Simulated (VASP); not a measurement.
Set up this calculation in VASP 6.6.1, as the native input.

```
Task                   : single point
Functional             : PBE
Potentials or basis    : VASP PAW PBE potentials, release 64 (Zn, Sn_d, N)
Cutoff                 : 520 eV
k mesh                 : 12 × 12 × 12
Occupations            : gaussian, width 0.1 eV
Spin                   : no spin polarisation
Dipole correction      : no
Further INCAR settings : ALGO = Normal; EDIFF = 1e-06; NBANDS = 33
```

The structure of ZnSn2N2 lies in POSCAR:

```
ZnSn2N2
1.0
    2.7334102145      1.5781351231      4.5358964677
   -2.7334102145      1.5781351231      4.5358964677
    0.0000000000     -3.1562702463      4.5358964677
Zn Sn N
1 2 2
Direct
    0.0000000000      0.0000000000      0.0000000000
    0.7982839503      0.7982839503      0.7982839503
    0.2017160497      0.2017160497      0.2017160497
    0.5410371043      0.5410371043      0.5410371043
    0.4589628957      0.4589628957      0.4589628957
```

The cell was generated, and may not be a known phase.

These files were run (other wordings do the same):

INCAR

```
ALGO     = Normal         # electronic algorithm
EDIFF    = 1E-6           # SCF threshold, eV
ENCUT    = 520            # plane-wave cutoff, eV
GGA      = PE             # functional
ISIF     = 2              # what is computed and relaxed
ISMEAR   = 0              # smearing method
LASPH    = T              # aspherical terms in the spheres
LCHARG   = T              # write CHGCAR
LELF     = T              # ELF
LREAL    = F              # projectors in reciprocal space
LVHAR    = T            
LWAVE    = F              # write WAVECAR
NBANDS   = 33             # bands
NELM     = 60             # most SCF steps
PREC     = Accurate       # precision mode
SIGMA    = 0.1            # smearing width, eV
```

KPOINTS

```
k-points
0
Gamma
  12 12 12
```

Potentials or basis: VASP PAW PBE potentials, release 64 (Zn, Sn_d, N).

Launch:

```sh
$ cat potpaw_PBE.64/Zn/POTCAR potpaw_PBE.64/Sn_d/POTCAR potpaw_PBE.64/N/POTCAR > POTCAR
$ mpirun -np 1 vasp_std > vasp.out
```

It gave:

| Property | Result |
| --- | --- |
| Pressure | 0.7 GPa |
| Largest force | 1.441 eV/Å |
| Band gap on the k mesh | zero (bands 25 and 26 overlap by 0.92 eV) |

Caveat: the standard files for N, O and F lose accuracy on very short bonds; spin-orbit coupling is left out, which moves the levels of the heavy elements; forces of over 1 eV/Å act on the atoms, so gaps and moduli don't describe the material at rest.

Run time: 13 min on 1 thread of Intel(R) Xeon(R) Platinum 8488C (Sapphire Rapids) (shared host), peak memory 0.74 GiB.
